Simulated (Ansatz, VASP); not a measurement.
**PbS in VASP and in Ansatz**

INCAR

```
SYSTEM = PbS
PREC = Accurate
ENCUT = 520
EDIFF = 1E-6
ISMEAR = -1
SIGMA = 0.06
LREAL = .False.
LASPH = .True.
NELM = 100
ALGO = Normal
ISIF = 2
LWAVE = .False.
LCHARG = .False.
NBANDS = 17
```

File KPOINTS:

```
Automatic mesh
0
Gamma
  8 8 8
  0 0 0
```

POSCAR

```
PbS
1.0
    0.0000000000      2.9748505000      2.9748505000
    2.9748505000      0.0000000000      2.9748505000
    2.9748505000      2.9748505000      0.0000000000
Pb S
1 1
Direct
    0.0000000000      0.0000000000      0.0000000000
    0.5000000000      0.5000000000      0.5000000000
```

Input for Ansatz:

```yaml
crystal:
  atoms:
  - position: [0.0, 0.0, 0.0]
    symbol: Pb
  - position: [0.5, 0.5, 0.5]
    symbol: S
  lattice:
  - [0.0, 2.9748505, 2.9748505]
  - [2.9748505, 0.0, 2.9748505]
  - [2.9748505, 2.9748505, 0.0]
hamiltonian:
  dispersion: none
  pseudopotentials:
    kind: all_electron
    lapw: {}
    relativity: scalar
  xc: lda
kpoints:
  mp_grid:
    grid: [8, 8, 8]
    shift: [0, 0, 0]
magnetization: {spin_polarized: false}
output: {forces: true, stress: true}
scf:
  occupations: {method: fermi_dirac, width: 0.06}
```

Alike in both runs: task single point; functional LDA; k mesh 8 × 8 × 8; occupations fermi-dirac, width 0.06 eV; no spin polarisation.

|  | VASP | Ansatz |
| --- | --- | --- |
| version | VASP 6.6.1 | Ansatz 0.2 development build |
| potentials or method | VASP PAW LDA potentials, release 64 (Pb_d, S), cutoff 520 eV | all-electron full-potential LAPW, scalar-relativistic |

|  | VASP | Ansatz | Ansatz less VASP |
| --- | --- | --- | --- |
| pressure (GPa) | -3.1 | -3.1 | -0.02 |

LDA's correlation is that of Perdew and Zunger in VASP and of Perdew and Wang (1992) in Ansatz. Ansatz ran all-electron here, and VASP with PAW potentials.

Spin-orbit coupling is off throughout.
